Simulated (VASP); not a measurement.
Wanted: the native input for a VASP 6.6.1 run.

```yaml
Task: relaxation of cell and atoms
Functional: PBE
Potentials_or_basis: VASP PAW PBE potentials, release 64 (Nb_sv, Cd)
Cutoff: 600 eV
k_mesh: 8 × 8 × 8
Occupations: gaussian, width 0.1 eV
Spin: no spin polarisation
Dipole_correction: no
Further_INCAR_settings: ALGO = Normal; EDIFF = 1e-06; IBRION = 2; EDIFFG = -0.02; NSW = 90; ISIF = 3
```

The structure of NbCd3 lies in POSCAR:

```
NbCd3
1.0
    4.2150000000      0.0000000000      0.0000000000
    0.0000000000      4.2150000000      0.0000000000
    0.0000000000      0.0000000000      4.2150000000
Nb Cd
1 3
Direct
    0.0000000000      0.0000000000      0.0000000000
    0.0000000000      0.5000000000      0.5000000000
    0.5000000000      0.0000000000      0.5000000000
    0.5000000000      0.5000000000      0.0000000000
```

The input as run:

INCAR

```
  PREC = Accurate
  ENCUT = 600
  EDIFF = 1E-6
  ISMEAR = 0
  SIGMA = 0.1
  LREAL = False
  LASPH = True
  NELM = 100
  ALGO = Normal
  ISIF = 3
  LWAVE = False
  LCHARG = False
  GGA = PE
  IBRION = 2
  NSW = 90
  EDIFFG = -0.02
```

KPOINTS

```
regular mesh
0
Gamma
  8 8 8
```

Potentials or basis: VASP PAW PBE potentials, release 64 (Nb_sv, Cd).

The run is started by

```bash
$ cat potpaw_PBE.64/Nb_sv/POTCAR potpaw_PBE.64/Cd/POTCAR > POTCAR
$ mpirun -np 1 vasp_std > vasp.out
```

It gave:

```json
{
 "Relaxed volume": "20.06 Å³/atom",
 "Relaxed cell": "a = 4.313 Å, b = 4.313 Å, c = 4.313 Å, α = 90.00°, β = 90.00°, γ = 90.00°",
 "Space group after relaxing (to 0.05 Å)": "Pm-3m (No. 221)",
 "Energy gained by relaxing": "29.4 meV/atom",
 "Ionic steps": "3",
 "Pressure after relaxing": "0.0 GPa"
}
```

It took 7.1 min on 1 thread of Oxide Virtual Turin-like Processor, on a shared host, peak memory 0.23 GiB.
